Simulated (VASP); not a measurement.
Input of a VASP 6.6.1 run:

File INCAR:

```
SYSTEM = SnO
ALGO     = Normal         ! electronic algorithm
EDIFF    = 1E-6           ! SCF threshold, eV
ENCUT    = 520            ! plane-wave cutoff, eV
GGA      = PE             ! functional
ISIF     = 2              ! what is computed and relaxed
ISMEAR   = -1             ! smearing method
LASPH    = .TRUE.         ! aspherical terms in the spheres
LCHARG   = .TRUE.         ! write CHGCAR
LELF     = .TRUE.         ! ELF
LREAL    = .FALSE.        ! projectors in reciprocal space
LVHAR    = .TRUE.       
LWAVE    = .FALSE.        ! write WAVECAR
NBANDS   = 17             ! bands
NELM     = 60             ! most SCF steps
PREC     = Accurate       ! precision mode
SIGMA    = 0.08           ! smearing width, eV
```

KPOINTS

```
k-points
0
G
  12 12 12
  0 0 0
```

File POSCAR:

```
SnO
1.0
    0.0000000000      2.7005951184      2.7005951184
    2.7005951184      0.0000000000      2.7005951184
    2.7005951184      2.7005951184      0.0000000000
Sn O
1 1
Direct
    0.0000000000      0.0000000000      0.0000000000
    0.2500000000      0.2500000000      0.2500000000
```

Potentials or basis: VASP PAW PBE potentials, release 64 (Sn_d, O).

The run is started by

```bash
$ cat potpaw_PBE.64/Sn_d/POTCAR potpaw_PBE.64/O/POTCAR > POTCAR
$ mpirun -np 1 vasp_std > vasp.out
```

Question: Predict the pressure.

Answer: 2.7 GPa.

Question: Estimate the band gap on the k mesh.

Answer: Zero (band 10 reaches 6.27 eV, above the bottom of band 11 at 6.09 eV).

Caveat: spin-orbit coupling is left out, which moves the levels of the heavy elements.
